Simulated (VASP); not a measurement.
# Cu (Im-3m) in VASP: further runs

Runs on Cu. Level: revPBE. Tasks: single point.

Everything below comes from runs of VASP 6.6.1. Logs are shortened: lines on timing, memory, paths and dates and some standing lists are left out, and cuts for length are marked.

### Step 1. The cell of the first run

The structure is cubic, space group Im-3m (No. 229). Conventional cell: a = 2.871 Å, b = 2.871 Å, c = 2.871 Å, α = 90.00°, β = 90.00°, γ = 90.00°. Within 3.3 Å of Cu (site symmetry m-3m) lie 14 Cu at 2.49 to 2.87 Å.

### Step 2. Single point, revPBE (volume scaled by 0.96)

INCAR reads:

```
SYSTEM = Cu
PREC = Accurate
ENCUT = 520
EDIFF = 1E-6
ISMEAR = -1
SIGMA = 0.1
LREAL = .FALSE.
LASPH = .TRUE.
NELM = 60
ALGO = Normal
ISIF = 2
LWAVE = .FALSE.
LCHARG = .FALSE.
GGA = RE
NBANDS = 12
```

KPOINTS reads:

```
Automatic mesh
0
G
  17 17 17
  0 0 0
```

POSCAR reads:

```
Cu
1.0
   -1.4354030297      1.4354030297      1.4354030297
    1.4354030297     -1.4354030297      1.4354030297
    1.4354030297      1.4354030297     -1.4354030297
Cu
1
Direct
    0.0000000000      0.0000000000      0.0000000000
```

Potentials or basis: VASP PAW PBE potentials, release 64 (Cu).

Command:

```bash
$ cat potpaw_PBE.64/Cu/POTCAR > POTCAR
$ mpirun -np 1 vasp_std > vasp.out
```

OUTCAR:

```text
SYSTEM = Cu
   PREC = Accurate
   ENCUT = 520
   EDIFF = 1E-6
   ISMEAR = -1
   LREAL = .FALSE.
   LASPH = .TRUE.
   NELM = 60
   ISIF = 2
   GGA = RE

 ion  position               nearest neighbor table
   1  0.000  0.000  0.000-

  LATTYP: Found a body centered cubic cell.
 ALAT       =     2.8708060594

  Lattice vectors:

 A1 = (  -1.4354030297,   1.4354030297,   1.4354030297)
 A2 = (   1.4354030297,  -1.4354030297,   1.4354030297)
 A3 = (   1.4354030297,   1.4354030297,  -1.4354030297)

Analysis of symmetry for initial positions (statically):
=====================================================================
 Subroutine PRICEL returns:
 Original cell was already a primitive cell.

 Routine SETGRP: Setting up the symmetry group for a
 body centered cubic supercell.

 Subroutine GETGRP returns: Found 48 space group operations
[... 9 lines left out ...]

 Routine SETGRP: Setting up the symmetry group for a
 body centered cubic supercell.

 Subroutine GETGRP returns: Found 48 space group operations
[... 11 lines left out ...]
                                     Primitive cell

  volume of cell :      11.8299

  direct lattice vectors                    reciprocal lattice vectors
    -1.435403030  1.435403030  1.435403030     0.000000000  0.348334224  0.348334224
     1.435403030 -1.435403030  1.435403030     0.348334224  0.000000000  0.348334224
     1.435403030  1.435403030 -1.435403030     0.348334224  0.348334224  0.000000000

  length of vectors
     2.486190977  2.486190977  2.486190977     0.492618983  0.492618983  0.492618983

  position of ions in fractional coordinates (direct lattice)
     0.000000000  0.000000000  0.000000000

  ion indices of the primitive-cell ions
   primitive index   ion index
                 1           1

----------------------------------------------------------------------------------------

 KPOINTS: Automatic mesh

Automatic generation of k-mesh.
 Grid dimensions read from file:
 generate k-points for:   17   17   17

 Generating k-lattice:

  Cartesian coordinates                     Fractional coordinates (reciprocal lattice)
     0.000000000  0.020490248  0.020490248     0.058823529  0.000000000  0.000000000
     0.020490248  0.000000000  0.020490248     0.000000000  0.058823529  0.000000000
     0.020490248  0.020490248  0.000000000     0.000000000  0.000000000  0.058823529

  Length of vectors
     0.028977587  0.028977587  0.028977587

  Shift w.r.t. Gamma in fractional coordinates (k-lattice)
     0.000000000  0.000000000  0.000000000

 Subroutine IBZKPT returns following result:
 ===========================================

 Found    165 irreducible k-points:

 Following reciprocal coordinates:
            Coordinates               Weight
  0.000000  0.000000  0.000000      1.000000
  0.058824  0.000000  0.000000     12.000000
  0.117647  0.000000  0.000000     12.000000
  0.176471  0.000000  0.000000     12.000000
  0.235294  0.000000  0.000000     12.000000
  0.294118  0.000000  0.000000     12.000000
[... 16 lines left out ...]
  0.411765  0.117647 -0.000000     48.000000
  0.176471  0.176471  0.000000     24.000000
 [... further k-points ...]
   k-points           NKPTS =    165   k-points in BZ     NKDIM =    165   number of bands    NBANDS=     12
   number of dos      NEDOS =    301   number of ions     NIONS =      1
   total plane-waves  NPLWV =   5832
   dimension x,y,z NGX =    18 NGY =   18 NGZ =   18
   dimension x,y,z NGXF=    36 NGYF=   36 NGZF=   36
   ions per type =               1
   NGX,Y,Z   is equivalent  to a cutoff of  12.04, 12.04, 12.04 a.u.
   NGXF,Y,Z  is equivalent  to a cutoff of  24.07, 24.07, 24.07 a.u.
 SYSTEM =  Cu
   PREC   = accura    normal or accurate (medium, high low for compatibility)
   ISTART =      0    job   : 0-new  1-cont  2-samecut
   ICHARG =      2    charge: 1-file 2-atom 10-const
   ISPIN  =      1    spin polarized calculation?
   LNONCOLLINEAR =      F non collinear calculations
   LSORBIT =      F    spin-orbit coupling
   LASPH  =      T    aspherical Exc in radial PAW
   ENCUT  =  520.0 eV  38.22 Ry    6.18 a.u.   4.62  4.62  4.62*2*pi/ulx,y,z
   NELM   =     60;   NELMIN=  2; NELMDL= -5     # of ELM steps
   EDIFF  = 0.1E-05   stopping-criterion for ELM
   LREAL  =      F    real-space projection
   EDIFFG = 0.1E-04   stopping-criterion for IOM
   NSW    =      0    number of steps for IOM
   IBRION =     -1    ionic relax: 0-MD 1-quasi-New 2-CG
   NFREE  =      0    steps in history (QN), initial steepest desc. (CG)
   ISIF   =      2    stress and relaxation
   ISYM   =      2    0-nonsym 1-usesym 2-fastsym
   POTIM  = 0.5000    time-step for ionic-motion
   TEBEG  =    0.0;   TEEND  =   0.0 temperature during run
   PSTRESS=    0.0 pullay stress
   NELECT =      11.0000    total number of electrons
   NUPDOWN=      -1.0000    fix difference up-down
   EMIN   =  10.00;   EMAX   =-10.00  energy-range for DOS
   EFERMI =   0.00;   METHOD = LEGACY
   ISMEAR =    -1;   SIGMA  =   0.10  broadening in eV -4-tet -1-fermi 0-gaus
   EFERMI_NEDOS =   21; number of points for ismear=-14 and -15
   IALGO  =     38    algorithm
   IMIX   =      4    mixing-type and parameters
     AMIX     =   0.40;   BMIX     =  1.00
     AMIX_MAG =   1.60;   BMIX_MAG =  1.00
  volume/ion in A,a.u.               =      11.83        79.83
  Fermi-wavevector in a.u.,A,eV,Ry     =   1.597884  3.019563 34.738841  2.553233
  Thomas-Fermi vector in A             =   2.695420
   LORBIT       =      0    0 simple, 1 ext, 2 COOP (PROOUT), +10 PAW based schemes
   GGA     = RE    functional components
   LHFCALC =     F    Hartree Fock is set to
   AEXX    =    0.0000 exact exchange contribution
   IVDW    =     0    specifies the selected vdW correction
   LEPSILON=     F    determine dielectric tensor
   LRPA    =     F    only Hartree local field effects (RPA)
 non-spin polarized calculation
  energy-cutoff  :      520.00
  volume of cell :       11.83
 maximum number of plane-waves:       330
   NGX =  9   NGY =  9   NGZ =  9

 number of electron      10.9999974 magnetization

 Free energy of the ion-electron system (eV)
  ---------------------------------------------------
  ext. energy  EPLUGINS =         0.00000000
  ---------------------------------------------------
  free energy    TOTEN  =        -3.31411060 eV

  energy without entropy =       -3.30519238  energy(sigma->0) =       -3.30965149

 E-fermi :   7.6570     XC(G=0): -12.6175

 val. band max:        7.5357127623   @ k =   0.4706   0.0588   0.0000
 cond. band min:       7.6629074823   @ k =  -0.3529   0.4706   0.0588
 fundamental gap:      0.1271947199
 Fermi energy:         7.6570485291

 k-point     1 :       0.0000    0.0000    0.0000
  band No.  band energies     occupation
      1      -1.6479      2.00000
      2       4.5856      2.00000
      3       4.5856      2.00000
      4       4.5856      2.00000
      5       5.5902      2.00000
      6       5.5902      2.00000
      7      32.6865      0.00000
      8      32.6865      0.00000
      9      32.6865      0.00000
     10      36.1728      0.00000
     11      36.1728      0.00000
     12      36.1728      0.00000

 k-point     2 :       0.0588    0.0000    0.0000
  band No.  band energies     occupation
      1      -1.5146      2.00000
      2       4.5608      2.00000
      3       4.5846      2.00000
      4       4.6365      2.00000
      5       5.5658      2.00000
      6       5.5921      2.00000
      7      31.2014      0.00000
      8      32.3094      0.00000
      9      32.3480      0.00000
     10      34.5637      0.00000
     11      34.7629      0.00000
     12      35.0116      0.00000

 k-point     3 :       0.1176    0.0000    0.0000
  band No.  band energies     occupation
      1      -1.1198      2.00000
      2       4.4900      2.00000
      3       4.5755      2.00000
      4       4.7847      2.00000
      5       5.5073      2.00000
      6       5.5982      2.00000
      7      28.2498      0.00000
      8      31.0898      0.00000
      9      31.6382      0.00000
     10      32.5787      0.00000
     11      33.7740      0.00000
     12      34.8948      0.00000

 k-point     4 :       0.1765    0.0000    0.0000
  band No.  band energies     occupation
      1      -0.4816      2.00000
      2       4.3837      2.00000
      3       4.5480      2.00000
      4       5.0164      2.00000
      5       5.4520      2.00000
      6       5.6092      2.00000
      7      25.0793      0.00000
      8      29.5979      0.00000
      9      30.7305      0.00000
     10      30.9007      0.00000
     11      33.0700      0.00000
     12      35.5456      0.00000

 k-point     5 :       0.2353    0.0000    0.0000
  band No.  band energies     occupation
      1       0.3573      2.00000
      2       4.2573      2.00000
      3       4.5198      2.00000
      4       5.3082      2.00000
      5       5.4344      2.00000
      6       5.6256      2.00000
      7      21.9732      0.00000
      8      28.2125      0.00000
      9      29.0740      0.00000
     10      30.2609      0.00000
     11      32.5709      0.00000
     12      36.6179      0.00000
[... 228 lines left out ...]
      1       2.3818      2.00000
      2       4.0318      2.00000
      3       4.5631      2.00000
      4       5.4601      2.00000
      5       5.7355      2.00000
      6       6.4694      1.99999
      7      16.6037      0.00000
      8      22.3832      0.00000
      9      25.9696      0.00000
     10      31.2400      0.00000
     11      35.3467      0.00000
     12      37.3173      0.00000

 k-point    22 :       0.3529    0.1176    0.0000
  band No.  band energies     occupation
      1       2.7659      2.00000
      2       3.9541      2.00000
      3       4.9412      2.00000
      4       5.5159      2.00000
      5       5.8194      2.00000
      6       7.2287      1.97279
      7      14.1980      0.00000
      8      21.8155      0.00000
      9      25.3403      0.00000
     10      30.9941      0.00000
     11      35.2419      0.00000
     12      38.3829      0.00000

 k-point    23 :       0.4118    0.1176   -0.0000
  band No.  band energies     occupation
      1       2.8749      2.00000
      2       3.9140      2.00000
      3       5.1780      2.00000
      4       5.5330      2.00000
      5       5.9222      2.00000
      6       8.1462      0.01491
      7      12.4511      0.00000
      8      21.5222      0.00000
      9      25.0176      0.00000
     10      30.8710      0.00000
     11      35.1765      0.00000
     12      39.2491      0.00000

 k-point    24 :       0.1765    0.1765    0.0000
  band No.  band energies     occupation
      1       1.5477      2.00000
      2       4.2025      2.00000
      3       4.2458      2.00000
      4       5.3729      2.00000
      5       5.6892      2.00000
      6       5.9835      2.00000
      7      20.9535      0.00000
      8      21.4086      0.00000
      9      26.9179      0.00000
     10      32.3051      0.00000
     11      34.7734      0.00000
     12      38.3806      0.00000

 [... further k-points ...]
[... 5 lines left out ...]
  --------------------------------------------------------------------------------------
  -------------------------------------------------------------------------------------
  Total        0.4620189      0.4620189      0.4620189      0.0000000      0.0000000      0.0000000
  in kB       62.5732514     62.5732514     62.5732514      0.0000000      0.0000000      0.0000000
  external PRESSURE =      62.5732514 kB  Pullay stress =       0.0000000 kB

 VOLUME and BASIS-vectors are now :
 -----------------------------------------------------------------------------
  energy-cutoff  :      520.00
  volume of cell :       11.83
      direct lattice vectors                 reciprocal lattice vectors
    -1.435403030  1.435403030  1.435403030     0.000000000  0.348334224  0.348334224
     1.435403030 -1.435403030  1.435403030     0.348334224  0.000000000  0.348334224
     1.435403030  1.435403030 -1.435403030     0.348334224  0.348334224  0.000000000

 POSITION                                       TOTAL-FORCE (eV/Angst)
 -----------------------------------------------------------------------------------
      0.00000      0.00000      0.00000        -0.000000     -0.000000     -0.000000
 -----------------------------------------------------------------------------------
    total drift:                               -0.000000     -0.000000      0.000000

  FREE ENERGIE OF THE ION-ELECTRON SYSTEM (eV)
  ---------------------------------------------------
  free  energy   TOTEN  =        -3.3141105990 eV

  energy  without entropy=       -3.3051923822  energy(sigma->0) =       -3.30965149
```

Wall time 14 s (1 thread of AMD EPYC 7R13 (Zen 3), shared host); peak memory 0.1 GiB.

What came out:

```
Free energy : -3.3141 eV
Pressure    : 6.3 GPa
```

Levels at points of the mesh, in eV from the Fermi level:
| k point | band 2 | band 3 | band 4 | band 5 | band 6 | band 7 | band 8 | band 9 | band 10 | band 11 |
| --- | --- | --- | --- | --- | --- | --- | --- | --- | --- | --- |
| (0.00, 0.00, 0.00) | -3.07 | -3.07 | -3.07 | -2.07 | -2.07 | 25.03 | 25.03 | 25.03 | 28.52 | 28.52 |

Caveat: the PAW data sets were made with another functional, which shifts forces and pressure a little.

(Continued in part 2 of 4.)
